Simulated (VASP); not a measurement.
# SrCu2Sb2 (P4/nmm) in VASP: further runs, part 2 of 2

VASP 6.6.1.

### 3 Single point, LDA

This run uses another cell than the first one, of 23.33 Å³/atom.

INCAR reads:

```
PREC = Accurate
ENCUT = 520
EDIFF = 1E-6
ISMEAR = 1
SIGMA = 0.1
LREAL = False
LASPH = True
NELM = 60
ALGO = Normal
ISIF = 2
LWAVE = False
LCHARG = False
GGA = CA
NBANDS = 53
```

KPOINTS reads:

```
Automatic mesh
0
Gamma
  6 6 3
```

POSCAR reads:

```
SrCu2Sb2
1.0
    4.6263492593      0.0000000000      0.0000000000
    0.0000000000      4.6263492593      0.0000000000
    0.0000000000      0.0000000000     10.9009771579
Sr Cu Sb
2 4 4
Direct
    0.5000000000      0.0000000000      0.2366100000
    0.0000000000      0.5000000000      0.7633900000
    0.5000000000      0.0000000000      0.6329100000
    0.0000000000      0.0000000000      0.0000000000
    0.0000000000      0.5000000000      0.3670900000
    0.5000000000      0.5000000000      0.0000000000
    0.0000000000      0.5000000000      0.1285300000
    0.5000000000      0.5000000000      0.5000000000
    0.0000000000      0.0000000000      0.5000000000
    0.5000000000      0.0000000000      0.8714700000
```

Potentials or basis: VASP PAW LDA potentials, release 64 (Sr_sv, Cu, Sb).

Run with:

```
$ cat potpaw_LDA.64/Sr_sv/POTCAR potpaw_LDA.64/Cu/POTCAR potpaw_LDA.64/Sb/POTCAR > POTCAR
$ mpirun -np 1 vasp_std > vasp.out
```

OUTCAR:

```text
PREC = Accurate
   ENCUT = 520
   EDIFF = 1E-6
   ISMEAR = 1
   LREAL = False
   LASPH = True
   NELM = 60
   ISIF = 2
   GGA = CA

 ion  position               nearest neighbor table
   1  0.500  0.000  0.237-   4 3.46   6 3.46   6 3.46   4 3.46   7 3.48   7 3.48   7 3.48   7 3.48
                             5 3.57   5 3.57   5 3.57   5 3.57   8 3.69   9 3.69   9 3.69   8 3.69
   2  0.000  0.500  0.763-   4 3.46   6 3.46   4 3.46   6 3.46  10 3.48  10 3.48  10 3.48  10 3.48
                             3 3.57   3 3.57   3 3.57   3 3.57   8 3.69   9 3.69   8 3.69   9 3.69
   3  0.500  0.000  0.633-  10 2.60   9 2.73   8 2.73   8 2.73   9 2.73   2 3.57   2 3.57   2 3.57
                             2 3.57
   4  0.000  0.000  0.000-   7 2.70  10 2.70   7 2.70  10 2.70   2 3.46   1 3.46   1 3.46   2 3.46

   5  0.000  0.500  0.367-   7 2.60   8 2.73   9 2.73   9 2.73   8 2.73   1 3.57   1 3.57   1 3.57
                             1 3.57
   6  0.500  0.500  0.000-   7 2.70  10 2.70  10 2.70   7 2.70   1 3.46   1 3.46   2 3.46   2 3.46

   7  0.000  0.500  0.129-   5 2.60   4 2.70   6 2.70   4 2.70   6 2.70   1 3.48   1 3.48   1 3.48
                             1 3.48   2 3.98
   8  0.500  0.500  0.500-   3 2.73   5 2.73   3 2.73   5 2.73   9 3.27   9 3.27   9 3.27   9 3.27
                             2 3.69   1 3.69   2 3.69   1 3.69
   9  0.000  0.000  0.500-   3 2.73   5 2.73   5 2.73   3 2.73   8 3.27   8 3.27   8 3.27   8 3.27
                             1 3.69   2 3.69   2 3.69   1 3.69
  10  0.500  0.000  0.871-   3 2.60   4 2.70   6 2.70   6 2.70   4 2.70   2 3.48   2 3.48   2 3.48
                             2 3.48   1 3.98

  LATTYP: Found a simple tetragonal cell.
 ALAT       =     4.6263492593
 C/A-ratio  =     2.3562806323

  Lattice vectors:

 A1 = (   4.6263492593,   0.0000000000,   0.0000000000)
 A2 = (   0.0000000000,   4.6263492593,   0.0000000000)
 A3 = (   0.0000000000,   0.0000000000,  10.9009771579)

Analysis of symmetry for initial positions (statically):
=====================================================================
 Subroutine PRICEL returns:
 Original cell was already a primitive cell.

[... 165 lines left out ...]
 non-spin polarized calculation
 Methfessel and Paxton  Order N= 1 SIGMA  =   0.10
  energy-cutoff  :      520.00
  volume of cell :      233.31
 maximum number of plane-waves:      6302
 NGX is ok and might be reduce to    36
   NGX = 17   NGY = 17   NGZ = 41

 number of electron      83.9999921 magnetization

 Free energy of the ion-electron system (eV)
  ---------------------------------------------------
  ext. energy  EPLUGINS =         0.00000000
  ---------------------------------------------------
  free energy    TOTEN  =       -46.10545151 eV

  energy without entropy =      -46.10112775  energy(sigma->0) =      -46.10401026

 E-fermi :   6.0394     XC(G=0): -10.3373

 val. band max:        6.0384921810   @ k =   0.1667   0.1667   0.3333
 cond. band min:       6.0517094066   @ k =   0.1667   0.1667   0.0000
 fundamental gap:      0.0132172256
 Fermi energy:         6.0394459691

 k-point     1 :       0.0000    0.0000    0.0000
  band No.  band energies     occupation
      1     -29.5037      2.00000
      2     -29.5035      2.00000
      3     -11.6768      2.00000
      4     -11.6568      2.00000
      5     -11.5953      2.00000
      6     -11.5953      2.00000
[... 1109 lines left out ...]
     52      10.3004      0.00000
     53      10.4930      0.00000

------------------------ aborting loop because EDIFF is reached ----------------------------------------

  FORCE on cell =-STRESS in cart. coord.  units (eV):
  Direction    XX          YY          ZZ          XY          YZ          ZX
  --------------------------------------------------------------------------------------
  -------------------------------------------------------------------------------------
  Total       -8.5034360     -8.5034360     -8.9881033      0.0000000      0.0000000      0.0000000
  in kB      -58.3932663    -58.3932663    -61.7214864      0.0000000      0.0000000      0.0000000
  external PRESSURE =     -59.5026730 kB  Pullay stress =       0.0000000 kB

 VOLUME and BASIS-vectors are now :
 -----------------------------------------------------------------------------
  energy-cutoff  :      520.00
  volume of cell :      233.31
      direct lattice vectors                 reciprocal lattice vectors
     4.626349259  0.000000000  0.000000000     0.216153157  0.000000000  0.000000000
     0.000000000  4.626349259  0.000000000     0.000000000  0.216153157  0.000000000
     0.000000000  0.000000000 10.900977158     0.000000000  0.000000000  0.091734895

 POSITION                                       TOTAL-FORCE (eV/Angst)
 -----------------------------------------------------------------------------------
      2.31317      0.00000      2.57928         0.000000     -0.000000     -0.061960
      0.00000      2.31317      8.32170        -0.000000     -0.000000      0.061960
      2.31317      0.00000      6.89934         0.000000     -0.000000     -0.073325
      0.00000      0.00000      0.00000         0.000000     -0.000000      0.000000
      0.00000      2.31317      4.00164         0.000000      0.000000      0.073325
      2.31317      2.31317      0.00000        -0.000000      0.000000      0.000000
      0.00000      2.31317      1.40110         0.000000      0.000000     -0.113559
      2.31317      2.31317      5.45049         0.000000     -0.000000      0.000000
      0.00000      0.00000      5.45049         0.000000      0.000000      0.000000
      2.31317      0.00000      9.49987         0.000000     -0.000000      0.113559
 -----------------------------------------------------------------------------------
    total drift:                                0.000000      0.000000      0.000000

  FREE ENERGIE OF THE ION-ELECTRON SYSTEM (eV)
  ---------------------------------------------------
  free  energy   TOTEN  =       -46.1054515068 eV

  energy  without entropy=      -46.1011277526  energy(sigma->0) =      -46.10401026
```

OSZICAR:

```text
N       E                     dE             d eps       ncg     rms          rms(c)
DAV:   1     0.796843315296E+03    0.79684E+03   -0.33064E+04  2120   0.170E+03
DAV:   2     0.582068586772E+02   -0.73864E+03   -0.71740E+03  2120   0.411E+02
DAV:   3    -0.412236704641E+02   -0.99431E+02   -0.95645E+02  2694   0.178E+02
DAV:   4    -0.501808622380E+02   -0.89572E+01   -0.88626E+01  3696   0.502E+01
DAV:   5    -0.506913111396E+02   -0.51045E+00   -0.50879E+00  3952   0.104E+01    0.314E+01
DAV:   6    -0.537163632315E+02   -0.30251E+01   -0.11701E+02  2904   0.170E+02    0.193E+01
DAV:   7    -0.459551121681E+02    0.77613E+01   -0.39910E+01  2856   0.929E+01    0.766E+00
DAV:   8    -0.464168254452E+02   -0.46171E+00   -0.53101E+00  3312   0.234E+01    0.624E+00
DAV:   9    -0.461033115528E+02    0.31351E+00   -0.20995E+00  3328   0.239E+01    0.182E+00
DAV:  10    -0.461041725835E+02   -0.86103E-03   -0.19049E-01  3248   0.920E+00    0.104E+00
DAV:  11    -0.461086444079E+02   -0.44718E-02   -0.29731E-02  3568   0.328E+00    0.883E-01
DAV:  12    -0.461071259125E+02    0.15185E-02   -0.58730E-03  3648   0.908E-01    0.433E-01
DAV:  13    -0.461054003200E+02    0.17256E-02   -0.54715E-03  3048   0.128E+00    0.110E-01
DAV:  14    -0.461054974118E+02   -0.97092E-04   -0.10010E-03  2944   0.175E-01    0.750E-02
DAV:  15    -0.461054757934E+02    0.21618E-04   -0.41420E-05  3328   0.751E-02    0.558E-02
DAV:  16    -0.461054487423E+02    0.27051E-04   -0.87953E-05  3184   0.166E-01    0.135E-02
DAV:  17    -0.461054506624E+02   -0.19201E-05   -0.34574E-05  3080   0.607E-02    0.113E-02
DAV:  18    -0.461054515068E+02   -0.84437E-06   -0.15679E-06  1560   0.206E-02
   1 F= -.46105452E+02 E0= -.46104010E+02  d E =-.432375E-02
```

Run time: 3.9 min. Hardware: 1 thread of AMD EPYC 9R45 (Zen 5), shared host; peak memory 0.36 GiB.

Results:

```yaml
Free_energy: -46.1055 eV
Pressure: -6.0 GPa
Largest_force: 0.114 eV/Å
Band_gap_on_the_k_mesh: zero (bands 42 and 43 overlap by 0.86 eV)
```

Forces on the atoms (eV/Å):
```
Sr   0.000  0.000 -0.062
Sr   0.000  0.000  0.062
Cu   0.000  0.000 -0.073
Cu   0.000  0.000  0.000
Cu   0.000  0.000  0.073
Cu   0.000  0.000  0.000
Sb   0.000  0.000 -0.114
Sb   0.000  0.000  0.000
Sb   0.000  0.000  0.000
Sb   0.000  0.000  0.114
```

Stress tensor (GPa, compression positive):
```
-5.84  0.00  0.00
 0.00 -5.84  0.00
 0.00  0.00 -6.17
```

Levels at points of the mesh, in eV from the Fermi level:
| k point | band 40 | band 41 | band 42 | band 43 | band 44 | band 45 |
| --- | --- | --- | --- | --- | --- | --- |
| (0.00, 0.00, 0.00) | 0.20 | 0.22 | 0.34 | 0.34 | 0.64 | 1.36 |
| (0.50, 0.00, 0.00) | -1.19 | -0.78 | -0.78 | -0.36 | -0.36 | 1.71 |
| (0.50, 0.50, 0.00) | -2.16 | -1.69 | -1.69 | 1.92 | 1.92 | 2.39 |

Caveat: the cell stands under tension; spin-orbit coupling is left out, which moves the levels of the heavy elements.

### 4 Single point, LDA

This run uses another cell than the first one, of 24.23 Å³/atom.

INCAR reads:

```
PREC = Accurate ; ENCUT = 520
EDIFF = 1E-7 ; ISMEAR = 1
SIGMA = 0.1 ; LREAL = False
LASPH = True ; NELM = 100
ALGO = Normal ; ISIF = 2
LWAVE = False ; LCHARG = True
LELF = True ; LVHAR = True
NBANDS = 53
```

KPOINTS reads:

```
regular mesh
0
Gamma
  6 6 3
```

Edit POSCAR of step 3 so:

```diff
@@ -2,5 +2,5 @@
 1.0
-    4.6263492593      0.0000000000      0.0000000000
-    0.0000000000      4.6263492593      0.0000000000
-    0.0000000000      0.0000000000     10.9009771579
+    4.6849168598      0.0000000000      0.0000000000
+    0.0000000000      4.6849168598      0.0000000000
+    0.0000000000      0.0000000000     11.0389788605
 Sr Cu Sb
```

Run with:

```
$ cat potpaw_LDA.64/Sr_sv/POTCAR potpaw_LDA.64/Cu/POTCAR potpaw_LDA.64/Sb/POTCAR > POTCAR
$ mpirun -np 1 vasp_std > vasp.out
```

Run time: 4 min. Hardware: 1 thread of AMD EPYC 9R45 (Zen 5), shared host; peak memory 0.37 GiB.

Results (log left out):

```
Free energy            : -45.7173 eV
Pressure               : -7.7 GPa
Largest force          : 0.145 eV/Å
Band gap on the k mesh : zero (bands 42 and 43 overlap by 0.81 eV)
```

Forces in eV/Å, atoms in the order of the input:
```
Sr   0.000  0.000 -0.077
Sr   0.000  0.000  0.077
Cu   0.000  0.000 -0.105
Cu   0.000  0.000  0.000
Cu   0.000  0.000  0.105
Cu   0.000  0.000  0.000
Sb   0.000  0.000 -0.145
Sb   0.000  0.000  0.000
Sb   0.000  0.000  0.000
Sb   0.000  0.000  0.145
```

Stress tensor (GPa, compression positive):
```
-7.63  0.00  0.00
 0.00 -7.63  0.00
 0.00  0.00 -7.93
```

Levels at points of the mesh, in eV from the Fermi level:
```
           k point  band 39  band 40  band 41  band 42  band 43  band 44  band 45  band 46
(0.00, 0.00, 0.00)     0.07     0.21     0.24     0.32     0.32     0.67     1.17     2.04
(0.50, 0.00, 0.00)    -1.13    -1.13    -0.79    -0.79    -0.34    -0.34     1.66     1.66
(0.50, 0.50, 0.00)    -2.08    -2.08    -1.61    -1.61     1.87     1.87     2.33     2.33
```

Caveat: the cell stands under tension; spin-orbit coupling is left out, which moves the levels of the heavy elements.

### 5 The runs side by side

| cell | gap on the mesh (eV) | pressure (GPa) | largest force (eV/Å) |
| --- | --- | --- | --- |
| a = 4.566, b = 4.566, c = 10.759 Å, 10 atoms | none | -3.9 | 0.08 |
| a = 4.626, b = 4.626, c = 10.901 Å, 10 atoms | none | -6.0 | 0.11 |
| a = 4.685, b = 4.685, c = 11.039 Å, 10 atoms | none | -7.7 | 0.15 |

Alike in all rows: task single point; level LDA; potentials or basis VASP PAW LDA potentials, release 64 (Sr_sv, Cu, Sb); no spin polarisation; k mesh 6 × 6 × 3; cutoff (eV) 520; smearing methfessel-paxton 0.1 eV.

Caveats: the cell stands under tension; spin-orbit coupling is left out, which moves the levels of the heavy elements.

Total energies depend on the potentials used, so only differences within one code and one set of settings carry meaning.

The gap in the log of VASP goes by the Fermi energy; the results here count the filled bands.